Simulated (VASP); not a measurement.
# Hg (R-3m) in VASP: further runs

Runs on Hg. Level: LDA. Tasks: single point.

Everything below comes from runs of VASP 6.6.1. Logs are shortened: lines on timing, memory, paths and dates and some standing lists are left out, and cuts for length are marked.

### Step 1. The cell of the first run

It takes space group R-3m (No. 166, trigonal). Conventional cell: a = 3.493 Å, b = 3.493 Å, c = 6.444 Å, α = 90.00°, β = 90.00°, γ = 120.00°. Within 3.9 Å of Hg (site symmetry -3m) lie 12 Hg at 2.95 to 3.49 Å.

### Step 2. Single point, LDA

INCAR

```
PREC = Accurate ; ENCUT = 550
EDIFF = 1E-6 ; ISMEAR = 0
SIGMA = 0.6 ; LREAL = False
LASPH = True ; NELM = 120
ALGO = Normal ; ISIF = 2
LWAVE = False ; LCHARG = False
GGA = CA ; NBANDS = 16
GGA_COMPAT = False
```

KPOINTS

```
regular mesh
0
Gamma
  11 11 11
```

POSCAR

```
Hg
1.0
    1.7463233735      1.0082402698      2.1478810803
   -1.7463233735      1.0082402698      2.1478810803
    0.0000000000     -2.0164805396      2.1478810803
Hg
1
Direct
    0.0000000000      1.0000000000      0.0000000000
```

Potentials or basis: VASP PAW LDA potentials, release 64 (Hg_sv_GW).

Started as:

```bash
cat potpaw_LDA.64/Hg_sv_GW/POTCAR > POTCAR
mpirun -np 1 vasp_std > vasp.out
```

OUTCAR:

```text
PREC = Accurate
   ENCUT = 550
   EDIFF = 1E-6
   ISMEAR = 0
   LREAL = False
   LASPH = True
   NELM = 120
   ISIF = 2
   GGA = CA

 ion  position               nearest neighbor table
   1  0.000  0.000  0.000-

  LATTYP: Found a trigonal (rhomboedric) cell.
 ALAT       =     2.9461138643
 COS(alpha) =     0.2972833017

  Lattice vectors:

 A1 = (   1.7463233735,   1.0082402698,   2.1478810803)
 A2 = (  -1.7463233735,   1.0082402698,   2.1478810803)
 A3 = (   0.0000000000,  -2.0164805396,   2.1478810803)

Analysis of symmetry for initial positions (statically):
=====================================================================
 Subroutine PRICEL returns:
 Original cell was already a primitive cell.

 Routine SETGRP: Setting up the symmetry group for a
 trigonal (rhombohedral) supercell.

 Subroutine GETGRP returns: Found 12 space group operations
 (whereof 12 operations were pure point group operations)
 out of a pool of 12 trial point group operations.

The static configuration has the point symmetry D_3d.

Analysis of symmetry for dynamics (positions and initial velocities):
=====================================================================
 Subroutine PRICEL returns:
 Original cell was already a primitive cell.

 Routine SETGRP: Setting up the symmetry group for a
 trigonal (rhombohedral) supercell.

 Subroutine GETGRP returns: Found 12 space group operations
 (whereof 12 operations were pure point group operations)
 out of a pool of 12 trial point group operations.

The dynamic configuration has the point symmetry D_3d.

 Subroutine INISYM returns: Found 12 space group operations
 (whereof 12 operations are pure point group operations),
 and found     1 'primitive' translations

----------------------------------------------------------------------------------------

                                     Primitive cell

  volume of cell :      22.6908

  direct lattice vectors                    reciprocal lattice vectors
     1.746323374  1.008240270  2.147881080     0.286315815  0.165304513  0.155191708
    -1.746323374  1.008240270  2.147881080    -0.286315815  0.165304513  0.155191708
     0.000000000 -2.016480540  2.147881080     0.000000000 -0.330609026  0.155191708

  length of vectors
     2.946113864  2.946113864  2.946113864     0.365221569  0.365221569  0.365221569

  position of ions in fractional coordinates (direct lattice)
     0.000000000  0.000000000  0.000000000

  ion indices of the primitive-cell ions
   primitive index   ion index
                 1           1

----------------------------------------------------------------------------------------

 KPOINTS: regular mesh

Automatic generation of k-mesh.
 Grid dimensions read from file:
 generate k-points for:   11   11   11

 Generating k-lattice:

  Cartesian coordinates                     Fractional coordinates (reciprocal lattice)
     0.026028710  0.015027683  0.014108337     0.090909091  0.000000000  0.000000000
    -0.026028710  0.015027683  0.014108337     0.000000000  0.090909091  0.000000000
     0.000000000 -0.030055366  0.014108337     0.000000000  0.000000000  0.090909091

  Length of vectors
     0.033201961  0.033201961  0.033201961

  Shift w.r.t. Gamma in fractional coordinates (k-lattice)
     0.000000000  0.000000000  0.000000000

 Subroutine IBZKPT returns following result:
 ===========================================

 Found    146 irreducible k-points:

 Following reciprocal coordinates:
            Coordinates               Weight
  0.000000  0.000000  0.000000      1.000000
  0.090909  0.000000 -0.000000      6.000000
  0.181818 -0.000000 -0.000000      6.000000
  0.272727  0.000000 -0.000000      6.000000
  0.363636 -0.000000 -0.000000      6.000000
  0.454545  0.000000 -0.000000      6.000000
[... 16 lines left out ...]
 -0.272727  0.181818  0.000000     12.000000
 -0.181818  0.181818  0.000000      6.000000
 [... further k-points ...]
   k-points           NKPTS =    146   k-points in BZ     NKDIM =    146   number of bands    NBANDS=     16
   number of dos      NEDOS =    301   number of ions     NIONS =      1
   total plane-waves  NPLWV =  13824
   dimension x,y,z NGX =    24 NGY =   24 NGZ =   24
   dimension x,y,z NGXF=    48 NGYF=   48 NGZF=   48
   ions per type =               1
   NGX,Y,Z   is equivalent  to a cutoff of  13.54, 13.54, 13.54 a.u.
   NGXF,Y,Z  is equivalent  to a cutoff of  27.09, 27.09, 27.09 a.u.
 SYSTEM =  unknown system
   PREC   = accura    normal or accurate (medium, high low for compatibility)
   ISTART =      0    job   : 0-new  1-cont  2-samecut
   ICHARG =      2    charge: 1-file 2-atom 10-const
   ISPIN  =      1    spin polarized calculation?
   LNONCOLLINEAR =      F non collinear calculations
   LSORBIT =      F    spin-orbit coupling
   LASPH  =      T    aspherical Exc in radial PAW
   ENCUT  =  550.0 eV  40.42 Ry    6.36 a.u.   5.63  5.63  5.63*2*pi/ulx,y,z
   NELM   =    120;   NELMIN=  2; NELMDL= -5     # of ELM steps
   EDIFF  = 0.1E-05   stopping-criterion for ELM
   LREAL  =      F    real-space projection
   EDIFFG = 0.1E-04   stopping-criterion for IOM
   NSW    =      0    number of steps for IOM
   IBRION =     -1    ionic relax: 0-MD 1-quasi-New 2-CG
   NFREE  =      0    steps in history (QN), initial steepest desc. (CG)
   ISIF   =      2    stress and relaxation
   ISYM   =      2    0-nonsym 1-usesym 2-fastsym
   POTIM  = 0.5000    time-step for ionic-motion
   TEBEG  =    0.0;   TEEND  =   0.0 temperature during run
   PSTRESS=    0.0 pullay stress
   NELECT =      20.0000    total number of electrons
   NUPDOWN=      -1.0000    fix difference up-down
   EMIN   =  10.00;   EMAX   =-10.00  energy-range for DOS
   EFERMI =   0.00;   METHOD = LEGACY
   ISMEAR =     0;   SIGMA  =   0.60  broadening in eV -4-tet -1-fermi 0-gaus
   EFERMI_NEDOS =   21; number of points for ismear=-14 and -15
   IALGO  =     38    algorithm
   IMIX   =      4    mixing-type and parameters
     AMIX     =   0.40;   BMIX     =  1.00
     AMIX_MAG =   1.60;   BMIX_MAG =  1.00
  volume/ion in A,a.u.               =      22.69       153.13
  Fermi-wavevector in a.u.,A,eV,Ry     =   1.569645  2.966199 33.521835  2.463785
  Thomas-Fermi vector in A             =   2.671497
   LORBIT       =      0    0 simple, 1 ext, 2 COOP (PROOUT), +10 PAW based schemes
   GGA     = CA    functional components
   LHFCALC =     F    Hartree Fock is set to
   AEXX    =    0.0000 exact exchange contribution
   IVDW    =     0    specifies the selected vdW correction
   LEPSILON=     F    determine dielectric tensor
   LRPA    =     F    only Hartree local field effects (RPA)
 non-spin polarized calculation
 Gauss-broadening in eV      SIGMA  =   0.60
  energy-cutoff  :      550.00
  volume of cell :       22.69
 maximum number of plane-waves:       686
   NGX = 11   NGY = 11   NGZ = 11

 number of electron      19.9999992 magnetization

 Free energy of the ion-electron system (eV)
  ---------------------------------------------------
  ext. energy  EPLUGINS =         0.00000000
  ---------------------------------------------------
  free energy    TOTEN  =        -1.00754886 eV

  energy without entropy =       -0.95681436  energy(sigma->0) =       -0.98218161

 E-fermi :   6.2009     XC(G=0): -11.9145

 val. band max:        6.0202212447   @ k =  -0.4545   0.1818   0.1818
 cond. band min:       6.2156989999   @ k =  -0.4545   0.2727   0.0000
 fundamental gap:      0.1954777552
 Fermi energy:         6.2008839936

 k-point     1 :       0.0000    0.0000    0.0000
  band No.  band energies     occupation
      1    -108.4618      2.00000
      2     -57.0452      2.00000
      3     -57.0380      2.00000
      4     -57.0380      2.00000
      5      -3.3916      2.00000
      6      -1.8546      2.00000
[... 8 lines left out ...]
     15      24.5588      0.00000
     16      24.5588      0.00000

 k-point     2 :       0.0909    0.0000   -0.0000
  band No.  band energies     occupation
      1    -108.4616      2.00000
      2     -57.0486      2.00000
      3     -57.0399      2.00000
      4     -57.0378      2.00000
      5      -3.2057      2.00000
      6      -1.8416      2.00000
[... 8 lines left out ...]
     15      24.2053      0.00000
     16      25.2087      0.00000

 k-point     3 :       0.1818   -0.0000   -0.0000
  band No.  band energies     occupation
      1    -108.4612      2.00000
      2     -57.0614      2.00000
      3     -57.0409      2.00000
      4     -57.0373      2.00000
      5      -2.7622      2.00000
      6      -1.8154      2.00000
[... 8 lines left out ...]
     15      23.8462      0.00000
     16      25.5110      0.00000

 k-point     4 :       0.2727    0.0000   -0.0000
  band No.  band energies     occupation
      1    -108.4607      2.00000
      2     -57.0793      2.00000
      3     -57.0410      2.00000
      4     -57.0366      2.00000
      5      -2.4332      2.00000
      6      -1.8033      2.00000
[... 8 lines left out ...]
     15      23.9387      0.00000
     16      24.8024      0.00000

 k-point     5 :       0.3636   -0.0000   -0.0000
  band No.  band energies     occupation
      1    -108.4602      2.00000
      2     -57.0959      2.00000
      3     -57.0409      2.00000
      4     -57.0359      2.00000
      5      -2.3436      2.00000
      6      -1.8174      2.00000
[... 8 lines left out ...]
     15      24.0038      0.00000
     16      24.1459      0.00000

 k-point     6 :       0.4545    0.0000   -0.0000
  band No.  band energies     occupation
      1    -108.4599      2.00000
      2     -57.1057      2.00000
      3     -57.0408      2.00000
      4     -57.0355      2.00000
      5      -2.3387      2.00000
      6      -1.8374      2.00000
[... 8 lines left out ...]
     15      23.9904      0.00000
     16      24.8801      0.00000
[... 267 lines left out ...]
 k-point    21 :      -0.4545    0.1818    0.0000
  band No.  band energies     occupation
      1    -108.4593      2.00000
      2     -57.1062      2.00000
      3     -57.0548      2.00000
      4     -57.0372      2.00000
      5      -2.0803      2.00000
      6      -1.5094      2.00000
[... 8 lines left out ...]
     15      24.0442      0.00000
     16      25.4471      0.00000

 k-point    22 :      -0.3636    0.1818    0.0000
  band No.  band energies     occupation
      1    -108.4596      2.00000
      2     -57.0969      2.00000
      3     -57.0560      2.00000
      4     -57.0374      2.00000
      5      -2.0400      2.00000
      6      -1.5189      2.00000
[... 8 lines left out ...]
     15      24.3454      0.00000
     16      25.4707      0.00000

 k-point    23 :      -0.2727    0.1818    0.0000
  band No.  band energies     occupation
      1    -108.4601      2.00000
      2     -57.0813      2.00000
      3     -57.0568      2.00000
      4     -57.0378      2.00000
      5      -2.0175      2.00000
      6      -1.5011      2.00000
[... 8 lines left out ...]
     15      23.0659      0.00000
     16      25.6341      0.00000

 k-point    24 :      -0.1818    0.1818    0.0000
  band No.  band energies     occupation
      1    -108.4606      2.00000
      2     -57.0666      2.00000
      3     -57.0544      2.00000
      4     -57.0381      2.00000
      5      -2.1205      2.00000
      6      -1.5427      2.00000
[... 8 lines left out ...]
     15      24.1141      0.00000
     16      25.6863      0.00000

 [... further k-points ...]
[... 5 lines left out ...]
  --------------------------------------------------------------------------------------
  -------------------------------------------------------------------------------------
  Total       -0.0045673     -0.0045673     -0.0252254      0.0000000     -0.0000000     -0.0000000
  in kB       -0.3224914     -0.3224914     -1.7811389      0.0000000     -0.0000000     -0.0000000
  external PRESSURE =      -0.8087073 kB  Pullay stress =       0.0000000 kB

 VOLUME and BASIS-vectors are now :
 -----------------------------------------------------------------------------
  energy-cutoff  :      550.00
  volume of cell :       22.69
      direct lattice vectors                 reciprocal lattice vectors
     1.746323374  1.008240270  2.147881080     0.286315815  0.165304513  0.155191708
    -1.746323374  1.008240270  2.147881080    -0.286315815  0.165304513  0.155191708
     0.000000000 -2.016480540  2.147881080     0.000000000 -0.330609026  0.155191708

 POSITION                                       TOTAL-FORCE (eV/Angst)
 -----------------------------------------------------------------------------------
      0.00000      0.00000      0.00000         0.000000      0.000000     -0.000000
 -----------------------------------------------------------------------------------
    total drift:                                0.000000     -0.000000      0.000000

  FREE ENERGIE OF THE ION-ELECTRON SYSTEM (eV)
  ---------------------------------------------------
  free  energy   TOTEN  =        -1.0075488638 eV

  energy  without entropy=       -0.9568143617  energy(sigma->0) =       -0.98218161
```

It took 37 s on 1 thread of AMD EPYC 7R13 (Zen 3), shared host; peak memory 0.16 GiB.

What came out:

```yaml
Free_energy: -1.0075 eV
Pressure: -0.1 GPa
Band_gap_on_the_k_mesh: zero (bands 10 and 11 overlap by 2.74 eV)
```

Stress tensor (GPa, compression positive):
```
-0.03  0.00  0.00
 0.00 -0.03  0.00
 0.00  0.00 -0.18
```

Levels at points of the mesh, in eV from the Fermi level:
| k point | band 7 | band 8 | band 9 | band 10 | band 11 | band 12 | band 13 | band 14 |
| --- | --- | --- | --- | --- | --- | --- | --- | --- |
| (0.00, 0.00, 0.00) | -8.06 | -6.37 | -6.26 | -6.26 | 11.51 | 12.17 | 12.17 | 17.02 |

Caveat: so wide a smearing shifts energies and pressures; spin-orbit coupling is left out, which moves the levels of the heavy elements.

### Step 3. Single point, LDA

INCAR

```
SYSTEM = Hg
PREC     = Accurate       ! precision mode
ENCUT    = 550            ! plane-wave cutoff, eV
EDIFF    = 1E-6           ! SCF threshold, eV
ISMEAR   = 1              ! smearing method
SIGMA    = 0.03           ! smearing width, eV
LREAL    = .FALSE.        ! projectors in reciprocal space
LASPH    = .TRUE.         ! aspherical terms in the spheres
NELM     = 120            ! most SCF steps
ALGO     = Normal         ! electronic algorithm
ISIF     = 2              ! what is computed and relaxed
LWAVE    = .FALSE.        ! write WAVECAR
LCHARG   = .FALSE.        ! write CHGCAR
NBANDS   = 16             ! bands
GGA_COMPAT= .FALSE.
```

KPOINTS

```
regular mesh
0
G
  11 11 11
  0 0 0
```

POSCAR is that of step 2.

Potentials or basis: VASP PAW LDA potentials, release 64 (Hg_sv_GW).

Started as:

```bash
cat potpaw_LDA.64/Hg_sv_GW/POTCAR > POTCAR
mpirun -np 1 vasp_std > vasp.out
```

It took 13 s on 1 thread of Intel Xeon 6975P-C (Granite Rapids), shared host; peak memory 0.19 GiB.

Results (log left out):

| Item | Value |
| --- | --- |
| Free energy | -0.9821 eV |
| Pressure | 0.2 GPa |
| Band gap on the k mesh | zero (bands 10 and 11 overlap by 2.74 eV) |

Stress tensor (GPa, compression positive):
```
0.00 0.00 0.00
0.00 0.00 0.00
0.00 0.00 0.58
```

Levels at points of the mesh, in eV from the Fermi level:
```
           k point  band 8  band 9  band 10  band 11  band 12  band 13
(0.00, 0.00, 0.00)   -6.19   -6.08    -6.08    11.68    12.34    12.34
```

Caveat: spin-orbit coupling is left out, which moves the levels of the heavy elements.

The gap in the log of VASP goes by the Fermi energy; the results here count the filled bands.